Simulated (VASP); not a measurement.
# ZnO4 (Im-3m) in VASP: single point with PBE

Aim: the single point of ZnO4 with PBE.

Program: VASP 6.6.1. These are calculated values, not measurements. Logs are shortened: lines on timing, memory, paths and dates and some standing lists are left out, and cuts for length are marked.

**1. The cell of the first run**

It takes space group Im-3m (No. 229, cubic). Conventional cell: a = 4.605 Å, b = 4.605 Å, c = 4.605 Å, α = 90.00°, β = 90.00°, γ = 90.00°. Zn (site symmetry m-3m) has 8 O at 1.99 Å within 2.6 Å. O (site symmetry -3m) has 2 Zn at 1.99 Å and 6 O at 2.30 Å within 2.6 Å.

The cell was generated, and may not be a known phase.

**2. Single point, PBE**

INCAR

```
ALGO     = Normal         # electronic algorithm
EDIFF    = 1E-6           # SCF threshold, eV
ENCUT    = 1340           # plane-wave cutoff, eV
GGA      = PE             # functional
GGA_COMPAT= F            
ISIF     = 2              # what is computed and relaxed
ISMEAR   = 0              # smearing method
LASPH    = T              # aspherical terms in the spheres
LCHARG   = F              # write CHGCAR
LREAL    = F              # projectors in reciprocal space
LWAVE    = F              # write WAVECAR
NBANDS   = 26             # bands
NELM     = 120            # most SCF steps
PREC     = Accurate       # precision mode
SIGMA    = 0.1            # smearing width, eV
```

KPOINTS

```
k-points
0
Gamma
  6 6 6
```

POSCAR

```
ZnO4
1.0
   -2.3025558900      2.3025558900      2.3025558900
    2.3025558900     -2.3025558900      2.3025558900
    2.3025558900      2.3025558900     -2.3025558900
Zn O
1 4
Direct
    0.0000000000      0.0000000000      0.0000000000
    0.5000000000      0.5000000000      0.5000000000
    0.5000000000      0.0000000000      0.0000000000
    0.0000000000      0.0000000000      0.5000000000
    0.0000000000      0.5000000000      0.0000000000
```

Potentials or basis: VASP PAW PBE potentials, release 64 (Zn, O_h).

Started as:

```sh
cat potpaw_PBE.64/Zn/POTCAR potpaw_PBE.64/O_h/POTCAR > POTCAR
mpirun -np 1 vasp_std > vasp.out
```

OUTCAR:

```text
EDIFF = 1E-6
   ENCUT = 1340
   GGA = PE
   ISIF = 2
   ISMEAR = 0
   LASPH = T
   LREAL = F
   NELM = 120
   PREC = Accurate

 ion  position               nearest neighbor table
   1  0.000  0.000  0.000-   2 1.99   3 1.99   4 1.99   5 1.99   4 1.99   5 1.99   3 1.99   2 1.99

   2  0.500  0.500  0.500-   1 1.99   1 1.99
   3  0.500  0.000  0.000-   1 1.99   1 1.99
   4  0.000  0.000  0.500-   1 1.99   1 1.99
   5  0.000  0.500  0.000-   1 1.99   1 1.99

  LATTYP: Found a body centered cubic cell.
 ALAT       =     4.6051117800

  Lattice vectors:

 A1 = (  -2.3025558900,   2.3025558900,   2.3025558900)
 A2 = (   2.3025558900,  -2.3025558900,   2.3025558900)
 A3 = (   2.3025558900,   2.3025558900,  -2.3025558900)

Analysis of symmetry for initial positions (statically):
=====================================================================
 Subroutine PRICEL returns:
 Original cell was already a primitive cell.

 Routine SETGRP: Setting up the symmetry group for a
 body centered cubic supercell.

 Subroutine GETGRP returns: Found 48 space group operations
 (whereof 48 operations were pure point group operations)
 out of a pool of 48 trial point group operations.

The static configuration has the point symmetry O_h .

Analysis of symmetry for dynamics (positions and initial velocities):
=====================================================================
 Subroutine PRICEL returns:
 Original cell was already a primitive cell.

 Routine SETGRP: Setting up the symmetry group for a
 body centered cubic supercell.

 Subroutine GETGRP returns: Found 48 space group operations
 (whereof 48 operations were pure point group operations)
 out of a pool of 48 trial point group operations.

The dynamic configuration has the point symmetry O_h .

 Subroutine INISYM returns: Found 48 space group operations
 (whereof 48 operations are pure point group operations),
 and found     1 'primitive' translations

----------------------------------------------------------------------------------------

                                     Primitive cell

  volume of cell :      48.8304

  direct lattice vectors                    reciprocal lattice vectors
    -2.302555890  2.302555890  2.302555890     0.000000000  0.217149995  0.217149995
     2.302555890 -2.302555890  2.302555890     0.217149995  0.000000000  0.217149995
     2.302555890  2.302555890 -2.302555890     0.217149995  0.217149995  0.000000000

  length of vectors
     3.988143789  3.988143789  3.988143789     0.307096468  0.307096468  0.307096468

  position of ions in fractional coordinates (direct lattice)
     0.000000000  0.000000000  0.000000000
     0.500000000  0.500000000  0.500000000
     0.500000000  0.000000000  0.000000000
     0.000000000  0.000000000  0.500000000
     0.000000000  0.500000000  0.000000000

  ion indices of the primitive-cell ions
   primitive index   ion index
                 1           1
                 2           2
                 3           3
                 4           4
                 5           5

----------------------------------------------------------------------------------------

 KPOINTS: k-points

Automatic generation of k-mesh.
 Grid dimensions read from file:
 generate k-points for:    6    6    6

 Generating k-lattice:

  Cartesian coordinates                     Fractional coordinates (reciprocal lattice)
     0.000000000  0.036191666  0.036191666     0.166666667  0.000000000  0.000000000
     0.036191666  0.000000000  0.036191666     0.000000000  0.166666667  0.000000000
     0.036191666  0.036191666  0.000000000     0.000000000  0.000000000  0.166666667

  Length of vectors
     0.051182745  0.051182745  0.051182745

  Shift w.r.t. Gamma in fractional coordinates (k-lattice)
     0.000000000  0.000000000  0.000000000

 Subroutine IBZKPT returns following result:
 ===========================================

 Found     16 irreducible k-points:

 Following reciprocal coordinates:
            Coordinates               Weight
  0.000000  0.000000  0.000000      1.000000
  0.166667  0.000000  0.000000     12.000000
  0.333333  0.000000  0.000000     12.000000
  0.500000  0.000000  0.000000      6.000000
  0.166667  0.166667  0.000000     24.000000
  0.333333  0.166667  0.000000     48.000000
[... 8 lines left out ...]
  0.500000  0.500000  0.333333     12.000000
  0.500000  0.500000  0.500000      1.000000
   k-points           NKPTS =     16   k-points in BZ     NKDIM =     16   number of bands    NBANDS=     26
   number of dos      NEDOS =    301   number of ions     NIONS =      5
   total plane-waves  NPLWV = 110592
   dimension x,y,z NGX =    48 NGY =   48 NGZ =   48
   dimension x,y,z NGXF=    96 NGYF=   96 NGZF=   96
   ions per type =               1   4
   NGX,Y,Z   is equivalent  to a cutoff of  20.01, 20.01, 20.01 a.u.
   NGXF,Y,Z  is equivalent  to a cutoff of  40.02, 40.02, 40.02 a.u.
 SYSTEM =  unknown system
   PREC   = accura    normal or accurate (medium, high low for compatibility)
   ISTART =      0    job   : 0-new  1-cont  2-samecut
   ICHARG =      2    charge: 1-file 2-atom 10-const
   ISPIN  =      1    spin polarized calculation?
   LNONCOLLINEAR =      F non collinear calculations
   LSORBIT =      F    spin-orbit coupling
   LASPH  =      T    aspherical Exc in radial PAW
   ENCUT  = 1340.0 eV  98.49 Ry    9.92 a.u.  11.90 11.90 11.90*2*pi/ulx,y,z
   NELM   =    120;   NELMIN=  2; NELMDL= -5     # of ELM steps
   EDIFF  = 0.1E-05   stopping-criterion for ELM
   LREAL  =      F    real-space projection
   EDIFFG = 0.1E-04   stopping-criterion for IOM
   NSW    =      0    number of steps for IOM
   IBRION =     -1    ionic relax: 0-MD 1-quasi-New 2-CG
   NFREE  =      0    steps in history (QN), initial steepest desc. (CG)
   ISIF   =      2    stress and relaxation
   ISYM   =      2    0-nonsym 1-usesym 2-fastsym
   POTIM  = 0.5000    time-step for ionic-motion
   TEBEG  =    0.0;   TEEND  =   0.0 temperature during run
   PSTRESS=    0.0 pullay stress
   NELECT =      36.0000    total number of electrons
   NUPDOWN=      -1.0000    fix difference up-down
   EMIN   =  10.00;   EMAX   =-10.00  energy-range for DOS
   EFERMI =   0.00;   METHOD = LEGACY
   ISMEAR =     0;   SIGMA  =   0.10  broadening in eV -4-tet -1-fermi 0-gaus
   EFERMI_NEDOS =   21; number of points for ismear=-14 and -15
   IALGO  =     38    algorithm
   IMIX   =      4    mixing-type and parameters
     AMIX     =   0.40;   BMIX     =  1.00
     AMIX_MAG =   1.60;   BMIX_MAG =  1.00
  volume/ion in A,a.u.               =       9.77        65.90
  Fermi-wavevector in a.u.,A,eV,Ry     =   1.478923  2.794759 29.758832  2.187212
  Thomas-Fermi vector in A             =   2.593144
   LORBIT       =      0    0 simple, 1 ext, 2 COOP (PROOUT), +10 PAW based schemes
   GGA     = PE    functional components
   LHFCALC =     F    Hartree Fock is set to
   AEXX    =    0.0000 exact exchange contribution
   IVDW    =     0    specifies the selected vdW correction
   LEPSILON=     F    determine dielectric tensor
   LRPA    =     F    only Hartree local field effects (RPA)
 non-spin polarized calculation
 Gauss-broadening in eV      SIGMA  =   0.10
  energy-cutoff  :     1340.00
  volume of cell :       48.83
 maximum number of plane-waves:      5458
   NGX = 23   NGY = 23   NGZ = 23

 number of electron      36.0000000 magnetization

 Free energy of the ion-electron system (eV)
  ---------------------------------------------------
  ext. energy  EPLUGINS =         0.00000000
  ---------------------------------------------------
  free energy    TOTEN  =       -16.24552437 eV

  energy without entropy =      -16.21738567  energy(sigma->0) =      -16.23145502

 E-fermi :   1.4768     XC(G=0): -11.1953

 val. band max:        1.4410645421   @ k =   0.3333   0.0000   0.0000
 cond. band min:       1.5016008574   @ k =   0.0000   0.0000   0.0000
 fundamental gap:      0.0605363153
 Fermi energy:         1.4767646354

 k-point     1 :       0.0000    0.0000    0.0000
  band No.  band energies     occupation
      1     -18.1842      2.00000
      2     -14.9642      2.00000
      3     -14.9642      2.00000
      4     -14.9642      2.00000
      5      -3.8671      2.00000
      6      -3.8671      2.00000
[... 18 lines left out ...]
     25      13.7994      0.00000
     26      20.4030      0.00000

 k-point     2 :       0.1667    0.0000    0.0000
  band No.  band energies     occupation
      1     -17.9831      2.00000
      2     -15.1805      2.00000
      3     -15.0043      2.00000
      4     -14.9719      2.00000
      5      -4.6257      2.00000
      6      -4.4388      2.00000
[... 18 lines left out ...]
     25      14.2952      0.00000
     26      19.6335      0.00000

 k-point     3 :       0.3333    0.0000    0.0000
  band No.  band energies     occupation
      1     -17.4215      2.00000
      2     -15.7806      2.00000
      3     -15.0828      2.00000
      4     -14.9871      2.00000
      5      -5.3756      2.00000
      6      -4.9746      2.00000
[... 18 lines left out ...]
     25      15.2339      0.00000
     26      18.3613      0.00000

 k-point     4 :       0.5000    0.0000    0.0000
  band No.  band energies     occupation
      1     -16.7258      2.00000
      2     -16.4995      2.00000
      3     -15.1212      2.00000
      4     -14.9947      2.00000
      5      -5.6463      2.00000
      6      -5.1637      2.00000
[... 18 lines left out ...]
     25      15.9864      0.00000
     26      17.6422      0.00000

 k-point     5 :       0.1667    0.1667    0.0000
  band No.  band energies     occupation
      1     -17.6011      2.00000
      2     -15.3878      2.00000
      3     -15.3853      2.00000
      4     -14.8660      2.00000
      5      -5.2213      2.00000
      6      -4.5970      2.00000
[... 18 lines left out ...]
     25      15.0307      0.00000
     26      18.2130      0.00000

 k-point     6 :       0.3333    0.1667    0.0000
  band No.  band energies     occupation
      1     -16.9247      2.00000
      2     -16.0866      2.00000
      3     -15.5198      2.00000
      4     -14.8181      2.00000
      5      -5.4594      2.00000
      6      -5.0379      2.00000
[... 195 lines left out ...]
 k-point    13 :      -0.3333    0.5000    0.1667
  band No.  band energies     occupation
      1     -16.7008      2.00000
      2     -16.0858      2.00000
      3     -16.0493      2.00000
      4     -14.1404      2.00000
      5      -5.7193      2.00000
      6      -5.1369      2.00000
[... 18 lines left out ...]
     25      15.7489      0.00000
     26      17.1248      0.00000

 k-point    14 :      -0.3333    0.3333    0.3333
  band No.  band energies     occupation
      1     -16.8633      2.00000
      2     -15.9968      2.00000
      3     -15.9968      2.00000
      4     -13.9024      2.00000
      5      -5.9301      2.00000
      6      -5.1846      2.00000
[... 18 lines left out ...]
     25      15.8938      0.00000
     26      16.2542      0.00000

 k-point    15 :       0.5000    0.5000    0.3333
  band No.  band energies     occupation
      1     -16.4036      2.00000
      2     -16.3408      2.00000
      3     -16.1347      2.00000
      4     -13.7037      2.00000
      5      -6.2888      2.00000
      6      -5.3133      2.00000
[... 18 lines left out ...]
     25      15.6666      0.00000
     26      17.2201      0.00000

 k-point    16 :       0.5000    0.5000    0.5000
  band No.  band energies     occupation
      1     -16.2853      2.00000
      2     -16.2853      2.00000
      3     -16.2853      2.00000
      4     -13.4503      2.00000
      5      -6.7114      2.00000
      6      -5.3615      2.00000
[... 18 lines left out ...]
     25      14.7702      0.00000
     26      17.6451      0.00000

------------------------ aborting loop because EDIFF is reached ----------------------------------------

  FORCE on cell =-STRESS in cart. coord.  units (eV):
  Direction    XX          YY          ZZ          XY          YZ          ZX
  --------------------------------------------------------------------------------------
  -------------------------------------------------------------------------------------
  Total        2.8618173      2.8618173      2.8618173     -0.0000000      0.0000000     -0.0000000
  in kB       93.8992123     93.8992123     93.8992123     -0.0000000      0.0000000     -0.0000000
  external PRESSURE =      93.8992123 kB  Pullay stress =       0.0000000 kB

 VOLUME and BASIS-vectors are now :
 -----------------------------------------------------------------------------
  energy-cutoff  :     1340.00
  volume of cell :       48.83
      direct lattice vectors                 reciprocal lattice vectors
    -2.302555890  2.302555890  2.302555890     0.000000000  0.217149995  0.217149995
     2.302555890 -2.302555890  2.302555890     0.217149995  0.000000000  0.217149995
     2.302555890  2.302555890 -2.302555890     0.217149995  0.217149995  0.000000000

 POSITION                                       TOTAL-FORCE (eV/Angst)
 -----------------------------------------------------------------------------------
      0.00000      0.00000      0.00000        -0.000000     -0.000000      0.000000
      1.15128      1.15128      1.15128        -0.000000      0.000000      0.000000
     -1.15128      1.15128      1.15128         0.000000      0.000000     -0.000000
      1.15128      1.15128     -1.15128         0.000000     -0.000000     -0.000000
      1.15128     -1.15128      1.15128        -0.000000     -0.000000     -0.000000
 -----------------------------------------------------------------------------------
    total drift:                                0.000000      0.000000     -0.000000

  FREE ENERGIE OF THE ION-ELECTRON SYSTEM (eV)
  ---------------------------------------------------
  free  energy   TOTEN  =       -16.2455243720 eV

  energy  without entropy=      -16.2173856671  energy(sigma->0) =      -16.23145502
```

Wall time 72 s (1 thread of Intel Xeon Platinum 8488C (Sapphire Rapids), shared host); peak memory 0.35 GiB.

What came out:

```yaml
Free_energy: -16.2455 eV
Pressure: 9.4 GPa
Band_gap_on_the_k_mesh: zero (bands 18 and 19 overlap by 1.77 eV)
```

Levels at points of the mesh, in eV from the Fermi level:
| k point | band 14 | band 15 | band 16 | band 17 | band 18 | band 19 | band 20 | band 21 |
| --- | --- | --- | --- | --- | --- | --- | --- | --- |
| (0.00, 0.00, 0.00) | -3.62 | -3.62 | 0.02 | 0.02 | 0.02 | 0.32 | 1.40 | 1.40 |
| (0.50, 0.00, 0.00) | -2.49 | -2.34 | -1.51 | -1.09 | -0.96 | -0.27 | 0.62 | 0.91 |
| (0.50, 0.50, 0.50) | -1.59 | -1.59 | 0.93 | 0.93 | 0.93 | 0.95 | 0.95 | 0.95 |

Caveat: the cell stands under pressure.

The gap in the log of VASP goes by the Fermi energy; the results here count the filled bands.